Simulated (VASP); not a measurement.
# C (P4/mmm) in VASP: notebook

The runs below take C through single point, with PBEsol-based screened hybrid, r2SCAN0.

Program: VASP 6.6.1. These are calculated values, not measurements. Logs are shortened: lines on timing, memory, paths and dates and some standing lists are left out, and cuts for length are marked.

### 1 The cell of the first run

It takes space group P4/mmm (No. 123, tetragonal). Conventional cell: a = 4.255 Å, b = 4.255 Å, c = 1.282 Å, α = 90.00°, β = 90.00°, γ = 90.00°. Within 1.7 Å of C (site symmetry 4/mmm) lie 2 C at 1.28 Å.

### 2 Single point, PBEsol-based screened hybrid

Contents of POSCAR:

```
C
1.0
    4.2551700000      0.0000000000      0.0000000000
    0.0000000000      4.2551700000      0.0000000000
    0.0000000000      0.0000000000      1.2822900000
C
1
Direct
    0.5000000000      0.5000000000      0.5000000000
```

Contents of INCAR.step1:

```
  ALGO = Normal
  EDIFF = 1E-5
  ENCUT = 520
  GGA = PE
  ISIF = 2
  ISMEAR = -1
  LASPH = T
  LCHARG = F
  LREAL = F
  LWAVE = T
  NBANDS = 8
  NELM = 100
  PREC = Accurate
  SIGMA = 0.05
```

Contents of INCAR.step2:

```
  AEXX = 0.25
  ALGO = Normal
  EDIFF = 1E-6
  ENCUT = 520
  GGA = PS
  HFSCREEN = 0.207
  ISIF = 2
  ISMEAR = -1
  ISTART = 1
  LASPH = T
  LCHARG = F
  LHFCALC = T
  LREAL = F
  LWAVE = F
  NBANDS = 8
  NELM = 100
  PREC = Accurate
  PRECFOCK = Normal
  SIGMA = 0.05
```

Contents of KPOINTS:

```
k-points
0
Gamma
  3 3 10
```

Potentials or basis: VASP PAW PBE potentials, release 64 (C).

Command:

```bash
cat potpaw_PBE.64/C/POTCAR > POTCAR
cp INCAR.step1 INCAR
mpirun -np 1 vasp_std > vasp.out
cp INCAR.step2 INCAR
mpirun -np 1 vasp_std > vasp.out
```

OUTCAR:

```text
AEXX = 0.25
   EDIFF = 1E-6
   ENCUT = 520
   GGA = PS
   HFSCREEN = 0.207
   ISIF = 2
   ISMEAR = -1
   ISTART = 1
   LASPH = T
   LHFCALC = T
   LREAL = F
   NELM = 100
   PREC = Accurate
   PRECFOCK = Normal

 ion  position               nearest neighbor table
   1  0.500  0.500  0.500-

  LATTYP: Found a simple tetragonal cell.
 ALAT       =     4.2551700000
 C/A-ratio  =     0.3013487123

  Lattice vectors:

 A1 = (   4.2551700000,   0.0000000000,   0.0000000000)
 A2 = (   0.0000000000,   4.2551700000,   0.0000000000)
 A3 = (   0.0000000000,   0.0000000000,   1.2822900000)

Analysis of symmetry for initial positions (statically):
=====================================================================
 Subroutine PRICEL returns:
 Original cell was already a primitive cell.

 Routine SETGRP: Setting up the symmetry group for a
 simple tetragonal supercell.

 Subroutine GETGRP returns: Found 16 space group operations
 (whereof 16 operations were pure point group operations)
 out of a pool of 16 trial point group operations.

The static configuration has the point symmetry D_4h.

Analysis of symmetry for dynamics (positions and initial velocities):
=====================================================================
 Subroutine PRICEL returns:
 Original cell was already a primitive cell.

 Routine SETGRP: Setting up the symmetry group for a
 simple tetragonal supercell.

 Subroutine GETGRP returns: Found 16 space group operations
 (whereof 16 operations were pure point group operations)
 out of a pool of 16 trial point group operations.

The dynamic configuration has the point symmetry D_4h.

 Subroutine INISYM returns: Found 16 space group operations
 (whereof 16 operations are pure point group operations),
 and found     1 'primitive' translations

----------------------------------------------------------------------------------------

                                     Primitive cell

  volume of cell :      23.2177

  direct lattice vectors                    reciprocal lattice vectors
     4.255170000  0.000000000  0.000000000     0.235008237  0.000000000  0.000000000
     0.000000000  4.255170000  0.000000000     0.000000000  0.235008237  0.000000000
     0.000000000  0.000000000  1.282290000     0.000000000  0.000000000  0.779854791

  length of vectors
     4.255170000  4.255170000  1.282290000     0.235008237  0.235008237  0.779854791

  position of ions in fractional coordinates (direct lattice)
     0.500000000  0.500000000  0.500000000

  ion indices of the primitive-cell ions
   primitive index   ion index
                 1           1

----------------------------------------------------------------------------------------

 KPOINTS: k-points

Automatic generation of k-mesh.
 Grid dimensions read from file:
 generate k-points for:    3    3   10

 Generating k-lattice:

  Cartesian coordinates                     Fractional coordinates (reciprocal lattice)
     0.078336079  0.000000000  0.000000000     0.333333333  0.000000000  0.000000000
     0.000000000  0.078336079  0.000000000     0.000000000  0.333333333  0.000000000
     0.000000000  0.000000000  0.077985479     0.000000000  0.000000000  0.100000000

  Length of vectors
     0.078336079  0.078336079  0.077985479

  Shift w.r.t. Gamma in fractional coordinates (k-lattice)
     0.000000000  0.000000000  0.000000000

 Subroutine IBZKPT returns following result:
 ===========================================

 Found     18 irreducible k-points:

 Following reciprocal coordinates:
            Coordinates               Weight
  0.000000  0.000000  0.000000      1.000000
  0.333333  0.000000  0.000000      4.000000
  0.333333  0.333333  0.000000      4.000000
  0.000000  0.000000  0.100000      2.000000
  0.333333  0.000000  0.100000      8.000000
  0.333333  0.333333  0.100000      8.000000
[... 10 lines left out ...]
  0.333333  0.000000  0.500000      4.000000
  0.333333  0.333333  0.500000      4.000000
   k-points           NKPTS =     18   k-points in BZ     NKDIM =     90   number of bands    NBANDS=      8
   number of dos      NEDOS =    301   number of ions     NIONS =      1
   total plane-waves  NPLWV =  10240
   dimension x,y,z NGX =    32 NGY =   32 NGZ =   10
   dimension x,y,z NGXF=    64 NGYF=   64 NGZF=   20
   ions per type =               1
   NGX,Y,Z   is equivalent  to a cutoff of  12.50, 12.50, 12.96 a.u.
   NGXF,Y,Z  is equivalent  to a cutoff of  25.00, 25.00, 25.93 a.u.
 SYSTEM =  unknown system
   PREC   = accura    normal or accurate (medium, high low for compatibility)
   ISTART =      1    job   : 0-new  1-cont  2-samecut
   ICHARG =      0    charge: 1-file 2-atom 10-const
   ISPIN  =      1    spin polarized calculation?
   LNONCOLLINEAR =      F non collinear calculations
   LSORBIT =      F    spin-orbit coupling
   LASPH  =      T    aspherical Exc in radial PAW
   ENCUT  =  520.0 eV  38.22 Ry    6.18 a.u.   7.91  7.91  2.38*2*pi/ulx,y,z
   NELM   =    100;   NELMIN=  2; NELMDL=  0     # of ELM steps
   EDIFF  = 0.1E-05   stopping-criterion for ELM
   LREAL  =      F    real-space projection
   EDIFFG = 0.1E-04   stopping-criterion for IOM
   NSW    =      0    number of steps for IOM
   IBRION =     -1    ionic relax: 0-MD 1-quasi-New 2-CG
   NFREE  =      0    steps in history (QN), initial steepest desc. (CG)
   ISIF   =      2    stress and relaxation
   ISYM   =      3    0-nonsym 1-usesym 2-fastsym
   POTIM  = 0.5000    time-step for ionic-motion
   TEBEG  =    0.0;   TEEND  =   0.0 temperature during run
   PSTRESS=    0.0 pullay stress
   NELECT =       4.0000    total number of electrons
   NUPDOWN=      -1.0000    fix difference up-down
   EMIN   =  10.00;   EMAX   =-10.00  energy-range for DOS
   EFERMI =   0.00;   METHOD = LEGACY
   ISMEAR =    -1;   SIGMA  =   0.05  broadening in eV -4-tet -1-fermi 0-gaus
   EFERMI_NEDOS =   21; number of points for ismear=-14 and -15
   IALGO  =     38    algorithm
   IMIX   =      1    mixing-type and parameters
     AMIX     =   0.40;   BMIX     =  1.00
     AMIX_MAG =   1.60;   BMIX_MAG =  1.00
  volume/ion in A,a.u.               =      23.22       156.68
  Fermi-wavevector in a.u.,A,eV,Ry     =   0.910937  1.721420 11.290188  0.829805
  Thomas-Fermi vector in A             =   2.035157
   LORBIT       =      0    0 simple, 1 ext, 2 COOP (PROOUT), +10 PAW based schemes
   GGA     = PS    functional components
   LHFCALC =     T    Hartree Fock is set to
   PRECFOCK=normal    Normal, Fast or Accurate (Low or Medium for compatibility)
   ENCUT4O =  -1.0   cutoff for four orbital integrals eV
   NKREDX  =     1    reduce k-point grid by
   NKREDY  =     1    reduce k-point grid by
   NKREDZ  =     1    reduce k-point grid by
   AEXX    =    0.2500 exact exchange contribution
   HFSCREEN=    0.2070 screening length (either q_TF or 0.3 A-1)
   HFSCREENC=   0.2070 screening length for correlation (either q_TF or 0.3 A-1)
   ENCUTFOCK=  -1.0 apply spherical cutoff to Coloumb kernel
   IVDW    =     0    specifies the selected vdW correction
   LEPSILON=     F    determine dielectric tensor
   LRPA    =     F    only Hartree local field effects (RPA)
 non-spin polarized calculation
  energy-cutoff  :      520.00
  volume of cell :       23.22
 maximum number of plane-waves:       639
 NGX is ok and might be reduce to    32
  NGX = 28; NGY = 28; NGZ =  8

 number of electron       4.0000000 magnetization

 Free energy of the ion-electron system (eV)
  ---------------------------------------------------
  ext. energy  EPLUGINS =         0.00000000
  ---------------------------------------------------
  free energy    TOTEN  =        -9.84441470 eV

  energy without entropy =       -9.84441470  energy(sigma->0) =       -9.84441470

 E-fermi :  -2.8823     XC(G=0):  -5.0265

 val. band max:       -4.0034045114   @ k =   0.3333   0.0000   0.2000
 cond. band min:       0.6421946024   @ k =   0.3333   0.0000   0.3000
 fundamental gap:      4.6455991138
 Fermi energy:        -2.8823151431

 k-point     1 :       0.0000    0.0000    0.0000
  band No.  band energies     occupation
      1     -20.4064      2.00000
      2      -8.0933      2.00000
      3      -8.0933      2.00000
      4       2.3382      0.00000
      5       6.6860      0.00000
      6      11.4758      0.00000
      7      11.4758      0.00000
      8      12.4893      0.00000

 k-point     2 :       0.3333    0.0000    0.0000
  band No.  band energies     occupation
      1     -20.3784      2.00000
      2      -8.4099      2.00000
      3      -8.0640      2.00000
      4       3.6286      0.00000
      5       6.1113      0.00000
      6       9.3419      0.00000
      7      10.7073      0.00000
      8      15.1459      0.00000

 k-point     3 :       0.3333    0.3333    0.0000
  band No.  band energies     occupation
      1     -20.3514      2.00000
      2      -8.3701      2.00000
      3      -8.3559      2.00000
      4       4.3747      0.00000
      5       6.8772      0.00000
      6       7.2537      0.00000
      7      13.0764      0.00000
      8      14.2682      0.00000

 k-point     4 :       0.0000    0.0000    0.1000
  band No.  band energies     occupation
      1     -19.8286      2.00000
      2      -7.0898      2.00000
      3      -7.0898      2.00000
      4       3.1506      0.00000
      5       7.6155      0.00000
      6      12.3793      0.00000
      7      12.3793      0.00000
      8      13.4237      0.00000

 k-point     5 :       0.3333    0.0000    0.1000
  band No.  band energies     occupation
      1     -19.8030      2.00000
      2      -7.4054      2.00000
      3      -7.0606      2.00000
      4       4.4589      0.00000
      5       7.0014      0.00000
      6      10.2687      0.00000
      7      11.5586      0.00000
      8      16.0040      0.00000
[... 111 lines left out ...]
 k-point    16 :       0.0000    0.0000    0.5000
  band No.  band energies     occupation
      1     -12.3760      2.00000
      2       7.8100      0.00000
      3      10.8928      0.00000
      4      10.8928      0.00000
      5      22.6981      0.00000
      6      22.6981      0.00000
      7      23.6720      0.00000
      8      26.0342      0.00000

 k-point    17 :       0.3333    0.0000    0.5000
  band No.  band energies     occupation
      1     -12.3745      2.00000
      2       7.8621      0.00000
      3      10.7960      0.00000
      4      10.9013      0.00000
      5      21.3318      0.00000
      6      22.8312      0.00000
      7      25.4942      0.00000
      8      26.5306      0.00000

 k-point    18 :       0.3333    0.3333    0.5000
  band No.  band energies     occupation
      1     -12.3730      2.00000
      2       7.9117      0.00000
      3      10.8075      0.00000
      4      10.8091      0.00000
      5      21.5114      0.00000
      6      21.7226      0.00000
      7      26.9446      0.00000
      8      27.6889      0.00000

------------------------ aborting loop because EDIFF is reached ----------------------------------------

  FORCE on cell =-STRESS in cart. coord.  units (eV):
  Direction    XX          YY          ZZ          XY          YZ          ZX
  --------------------------------------------------------------------------------------
  -------------------------------------------------------------------------------------
  Total       -0.0063403     -0.0063403     -1.3506997      0.0000000      0.0000000     -0.0000000
  in kB       -0.4375209     -0.4375209    -93.2071645      0.0000000      0.0000000     -0.0000000
  external PRESSURE =     -31.3607354 kB  Pullay stress =       0.0000000 kB

 VOLUME and BASIS-vectors are now :
 -----------------------------------------------------------------------------
  energy-cutoff  :      520.00
  volume of cell :       23.22
      direct lattice vectors                 reciprocal lattice vectors
     4.255170000  0.000000000  0.000000000     0.235008237  0.000000000  0.000000000
     0.000000000  4.255170000  0.000000000     0.000000000  0.235008237  0.000000000
     0.000000000  0.000000000  1.282290000     0.000000000  0.000000000  0.779854791

 POSITION                                       TOTAL-FORCE (eV/Angst)
 -----------------------------------------------------------------------------------
      2.12758      2.12758      0.64114         0.000000      0.000000      0.000000
 -----------------------------------------------------------------------------------
    total drift:                                0.000000     -0.000000      0.000000

  FREE ENERGIE OF THE ION-ELECTRON SYSTEM (eV)
  ---------------------------------------------------
  free  energy   TOTEN  =        -9.8444146974 eV

  energy  without entropy=       -9.8444146974  energy(sigma->0) =       -9.84441470
```

Wall time 37 s (1 thread of Intel Xeon Platinum 8375C at 2.90GHz (Ice Lake), shared host); peak memory 0.22 GiB.

What came out:

```yaml
Free_energy: -9.8444 eV
Pressure: -3.1 GPa
Band_gap_on_the_k_mesh: zero (band 2 reaches 7.91 eV, above the bottom of band 3 at -8.36 eV)
```

Stress tensor (GPa, compression positive):
```
-0.04  0.00  0.00
 0.00 -0.04  0.00
 0.00  0.00 -9.32
```

Caveat: the k points lie up to 0.49 Å⁻¹ apart; the PAW data sets were made with another functional, which shifts forces and pressure a little.

### 3 Single point, PBEsol-based screened hybrid

This run uses another cell than the first one, of 23.00 Å³/atom, 0.991 times its volume.

Contents of POSCAR:

```
C
1.0
    4.2578461982      0.0000000000      0.0000000000
    0.0000000000      4.2578461982      0.0000000000
    0.0000000000      0.0000000000      1.2688175882
C
1
Direct
    0.5000000000      0.5000000000      0.5000000000
```

Contents of INCAR.step1:

```
SYSTEM = C
PREC = Accurate
ENCUT = 520
EDIFF = 1E-5
ISMEAR = -1
SIGMA = 0.05
LREAL = .False.
LASPH = .True.
NELM = 60
ALGO = Normal
ISIF = 2
LWAVE = .True.
LCHARG = .False.
NBANDS = 8
GGA = PE
```

Contents of INCAR.step2:

```
SYSTEM = C
PREC = Accurate
ENCUT = 520
EDIFF = 1E-6
ISMEAR = -1
SIGMA = 0.05
LREAL = .False.
LASPH = .True.
NELM = 60
ALGO = Normal
ISIF = 2
LWAVE = .False.
LCHARG = .False.
GGA = PS
LHFCALC = .True.
AEXX = 0.25
HFSCREEN = 0.207
PRECFOCK = Normal
NBANDS = 8
ISTART = 1
```

Contents of KPOINTS:

```
regular mesh
0
Gamma
  3 3 10
  0 0 0
```

Potentials or basis: VASP PAW PBE potentials, release 64 (C).

Command:

```bash
cat potpaw_PBE.64/C/POTCAR > POTCAR
cp INCAR.step1 INCAR
mpirun -np 1 vasp_std > vasp.out
cp INCAR.step2 INCAR
mpirun -np 1 vasp_std > vasp.out
```

It took 37 s on 1 thread of Intel Xeon Platinum 8375C at 2.90GHz (Ice Lake), shared host; peak memory 0.22 GiB.

Results (log left out):

```yaml
Free_energy: -9.8514 eV
Pressure: 0.0 GPa
Band_gap_on_the_k_mesh: zero (band 2 reaches 8.48 eV, above the bottom of band 3 at -8.44 eV)
```

Stress tensor (GPa, compression positive):
```
-0.05  0.00  0.00
 0.00 -0.05  0.00
 0.00  0.00  0.12
```

Levels at points of the mesh, in eV from the Fermi level:
```tsv
k point	band 1	band 2	band 3	band 4	band 5	band 6	band 7
(0.00, 0.00, 0.00)	-17.71	-5.41	-5.41	5.12	9.47	14.24	14.24
(0.00, 0.00, 0.50)	-9.68	11.15	14.09	14.09	25.87	25.87	26.92
```

Caveat: the k points lie up to 0.50 Å⁻¹ apart; the PAW data sets were made with another functional, which shifts forces and pressure a little.

### 4 Single point, r2SCAN0

Contents of POSCAR:

```
C
1.0
    4.2551700000      0.0000000000      0.0000000000
    0.0000000000      4.2551700000      0.0000000000
    0.0000000000      0.0000000000      1.2822900000
C
1
Direct
    0.5000000000      0.5000000000      0.5000000000
```

Contents of INCAR.step1:

```
SYSTEM = C
ALGO = Normal ; EDIFF = 1E-5
ENCUT = 520 ; GGA = PE
ISIF = 2 ; ISMEAR = -1
LASPH = .TRUE. ; LCHARG = .FALSE.
LREAL = .FALSE. ; LWAVE = .TRUE.
NBANDS = 8 ; NELM = 100
PREC = Accurate ; SIGMA = 0.05
```

Contents of INCAR.step2:

```
SYSTEM = C
AEXX = 0.25 ; ALGO = Normal
EDIFF = 1E-7 ; ENCUT = 520
ISIF = 2 ; ISMEAR = -1
ISTART = 1 ; LASPH = .TRUE.
LCHARG = .FALSE. ; LHFCALC = .TRUE.
LMIXTAU = .TRUE. ; LREAL = .FALSE.
LWAVE = .FALSE. ; METAGGA = R2SCAN
NBANDS = 8 ; NELM = 100
PREC = Accurate ; PRECFOCK = Normal
SIGMA = 0.05
```

Contents of KPOINTS:

```
k-points
0
G
  3 3 10
  0 0 0
```

Command:

```bash
cat potpaw_PBE.64/C/POTCAR > POTCAR
cp INCAR.step1 INCAR
mpirun -np 1 vasp_std > vasp.out
cp INCAR.step2 INCAR
mpirun -np 1 vasp_std > vasp.out
```

Wall time 51 s (1 thread of Intel Xeon Platinum 8375C at 2.90GHz (Ice Lake), shared host); peak memory 0.13 GiB.

The run converged. Its results:

| Item | Value |
| --- | --- |
| Free energy | -10.6494 eV |
| Pressure | -4.2 GPa |
| Band gap on the k mesh | zero (band 2 reaches 8.39 eV, above the bottom of band 3 at -9.03 eV) |

Stress tensor (GPa, compression positive):
```
 -0.26   0.00   0.00
  0.00  -0.26   0.00
  0.00   0.00 -11.95
```

Levels at points of the mesh, in eV from the Fermi level:
```
           k point  band 1  band 2  band 3  band 4  band 5  band 6
(0.00, 0.00, 0.00)  -18.32   -5.43   -5.43    6.07   10.63   15.49
(0.00, 0.00, 0.50)   -9.81   11.62   15.13   15.13   27.15   27.15
```

Caveat: the k points lie up to 0.49 Å⁻¹ apart; the PAW data sets were made with another functional, which shifts forces and pressure a little.

### 5 Summary

| level | cell | share of exact exchange | screening parameter | gap on the mesh (eV) | pressure (GPa) |
| --- | --- | --- | --- | --- | --- |
| PBEsol-based screened hybrid | a = 4.255, b = 4.255, c = 1.282 Å, 1 atom | 0.25 | 0.207 1/Å | none | -3.1 |
| PBEsol-based screened hybrid | a = 4.258, b = 4.258, c = 1.269 Å, 1 atom | 0.25 | 0.207 1/Å | none | 0.0 |
| r2SCAN0 | a = 4.255, b = 4.255, c = 1.282 Å, 1 atom | - | - | none | -4.2 |

Alike in all rows: task single point; potentials or basis VASP PAW PBE potentials, release 64 (C); no spin polarisation; k mesh 3 × 3 × 10; cutoff (eV) 520; smearing fermi-dirac 0.05 eV.

Caveats: all runs use coarse meshes; the PAW data sets were made with another functional, which shifts forces and pressure a little.

Absolute energies hang on the potentials; compare differences alone.
